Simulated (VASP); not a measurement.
# C (Fmmm) in VASP: notebook, part 2 of 2

VASP 6.6.1. Earlier steps stand in the parts before.

### Step 5. Single point, PBEsol+D3(BJ) (atoms shifted along a free coordinate)

INCAR reads:

```
SYSTEM = C
  PREC = Accurate
  ENCUT = 520
  EDIFF = 1E-6
  ISMEAR = 0
  SIGMA = 0.03
  LREAL = .False.
  LASPH = .True.
  NELM = 80
  ALGO = Normal
  ISIF = 2
  LWAVE = .False.
  LCHARG = .True.
  GGA = PS
  IVDW = 12
  LELF = .True.
  LVHAR = .True.
  NBANDS = 11
```

KPOINTS reads:

```
regular mesh
0
Gamma
  16 16 16
  0 0 0
```

POSCAR reads:

```
C
1.0
    0.0000000000      2.1651688962      3.3824594497
    1.2508882260      0.0000000000      3.3824594497
    1.2508882260      2.1651688962      0.0000000000
C
2
Direct
    0.1314621586      0.8685378414      0.1314621586
    0.8685378414      0.1314621586      0.8685378414
```

Potentials or basis: VASP PAW PBE potentials, release 64 (C).

Started as:

```console
cat potpaw_PBE.64/C/POTCAR > POTCAR
mpirun -np 1 vasp_std > vasp.out
```

OUTCAR:

```text
SYSTEM = C
   PREC = Accurate
   ENCUT = 520
   EDIFF = 1E-6
   ISMEAR = 0
   LREAL = .False.
   LASPH = .True.
   NELM = 80
   ISIF = 2
   GGA = PS
   IVDW = 12
 IVDW          = 12

 ion  position               nearest neighbor table
   1  0.131  0.869  0.131-   2 1.14   2 1.62   2 1.62
   2  0.869  0.131  0.869-   1 1.14   1 1.62   1 1.62

  LATTYP: Found a face centered orthorhombic cell.
 ALAT       =     2.5017764520
 B/A-ratio  =     1.7309051690
 C/A-ratio  =     2.7040461165

  Lattice vectors:

 A1 = (   0.0000000000,   2.1651688962,   3.3824594497)
 A2 = (   1.2508882260,   0.0000000000,   3.3824594497)
 A3 = (   1.2508882260,   2.1651688962,   0.0000000000)

Analysis of symmetry for initial positions (statically):
=====================================================================
 Subroutine PRICEL returns:
 Original cell was already a primitive cell.

 Routine SETGRP: Setting up the symmetry group for a
 face centered orthorhombic supercell.

 Subroutine GETGRP returns: Found  8 space group operations
 (whereof  8 operations were pure point group operations)
 out of a pool of  8 trial point group operations.

[... 174 lines left out ...]
      3      -2.2929      2.00000
      4       5.9563      0.00000
      5       6.8158      0.00000
      6       8.4982      0.00000
      7      13.7469      0.00000
      8      16.1112      0.00000
      9      19.7092      0.00000
     10      25.6589      0.00000
     11      26.5546      0.00000
[... 309 lines left out ...]
 k-point    24 :      -0.0625    0.0625    0.0000
  band No.  band energies     occupation
      1     -14.8643      2.00000
      2      -2.8102      2.00000
      3      -2.0952      2.00000
      4       3.6091      2.00000
      5       7.6983      0.00000
      6       9.0051      0.00000
      7      14.9760      0.00000
      8      15.1961      0.00000
      9      20.1641      0.00000
     10      24.5591      0.00000
     11      27.2192      0.00000

 [... further k-points ...]

------------------------ aborting loop because EDIFF is reached ----------------------------------------

 Edisp (eV)   -0.21862

 E8    (eV) :    -0.1062

  FORCE on cell =-STRESS in cart. coord.  units (eV):
  Direction    XX          YY          ZZ          XY          YZ          ZX
  --------------------------------------------------------------------------------------
  -------------------------------------------------------------------------------------
  Total      -1.25776    14.66718    -0.20251     0.00000     0.00000     0.00000
  in kB    -109.98555  1282.57943   -17.70867     0.00000     0.00000     0.00000
  external pressure =      384.96 kB  Pullay stress =        0.00 kB

 VOLUME and BASIS-vectors are now :
 -----------------------------------------------------------------------------
  energy-cutoff  :      520.00
  volume of cell :       18.32
      direct lattice vectors                 reciprocal lattice vectors
     0.000000000  2.165168896  3.382459450    -0.399715970  0.230928867  0.147821432
     1.250888226  0.000000000  3.382459450     0.399715970 -0.230928867  0.147821432
     1.250888226  2.165168896  0.000000000     0.399715970  0.230928867 -0.147821432

 POSITION                                       TOTAL-FORCE (eV/Angst)
 -----------------------------------------------------------------------------------
      1.25089      0.56928      3.38246         0.000000     23.588103      0.000000
      1.25089      3.76106      3.38246         0.000000    -23.588103      0.000000
 -----------------------------------------------------------------------------------
    total drift:                               -0.000000     -0.000000      0.000000

  FREE ENERGIE OF THE ION-ELECTRON SYSTEM (eV)
  ---------------------------------------------------
  free  energy   TOTEN  =       -16.5394943779 eV

  energy  without entropy=      -16.5394674592  energy(sigma->0) =      -16.53948092
```

Run time: 67 s. Hardware: 1 thread of Intel Xeon 6975P-C (Granite Rapids), shared host; peak memory 0.23 GiB.

Results:

```
Free energy                : -16.5395 eV
Pressure                   : 38.5 GPa
Largest force              : 23.588 eV/Å
Band gap on the k mesh     : zero (bands 4 and 5 overlap by 2.44 eV)
Dispersion energy per atom : -0.109 eV
```

Forces in eV/Å, atoms in the order of the input:
```
C     0.000  23.588   0.000
C     0.000 -23.588   0.000
```

Stress tensor (GPa, compression positive):
```
-11.00   0.00   0.00
  0.00 128.26   0.00
  0.00   0.00  -1.77
```

Levels at points of the mesh, in eV from the Fermi level:
```csv
k point,band 1,band 2,band 3,band 4,band 5,band 6,band 7,band 8,band 9
"(0.00, 0.00, 0.00)",-19.93,-7.18,-7.01,1.24,2.09,3.78,9.03,11.39,14.99
"(0.50, 0.00, 0.00)",-15.89,-12.29,-6.68,-4.20,3.03,3.65,11.60,12.84,15.94
"(0.50, 0.50, 0.00)",-19.65,-9.01,-6.94,1.18,2.04,8.88,9.21,11.43,15.35
"(0.50, 0.00, 0.50)",-16.15,-13.21,-5.63,-1.69,0.66,7.46,9.08,11.02,16.92
"(0.00, 0.50, 0.50)",-16.02,-12.97,-5.69,-2.75,-1.20,7.15,13.19,13.91,16.90
```

Caveat: the cell differs from its parent crystal (atoms shifted along a free coordinate); the cell stands under pressure; the PAW data sets were made with another functional, which shifts forces and pressure a little.

### Step 6. Summary

| cell | gap on the mesh (eV) | pressure (GPa) | largest force (eV/Å) |
| --- | --- | --- | --- |
| a = 3.947, b = 3.544, c = 2.458 Å, angles 80.0, 62.2, 37.8°, 2 atoms, atomic positions A | none | 5.9 | 6.18 |
| a = 4.016, b = 3.606, c = 2.501 Å, angles 80.0, 62.2, 37.8°, 2 atoms, atomic positions A | none | -8.7 | 5.49 |
| a = 4.016, b = 3.606, c = 2.501 Å, angles 80.0, 62.2, 37.8°, 2 atoms, atomic positions B | none | 10.3 | 7.36 |
| a = 4.016, b = 3.606, c = 2.501 Å, angles 80.0, 62.2, 37.8°, 2 atoms, atomic positions C | none | 38.5 | 23.59 |

Alike in all rows: task single point; level PBEsol+D3(BJ); potentials or basis VASP PAW PBE potentials, release 64 (C); no spin polarisation; k mesh 16 × 16 × 16; cutoff (eV) 520; smearing gaussian 0.03 eV.

Caveats: the PAW data sets were made with another functional, which shifts forces and pressure a little; the cell stands under pressure (at least some runs); the cell stands under tension (at least some runs).

Absolute energies hang on the potentials; compare differences alone.
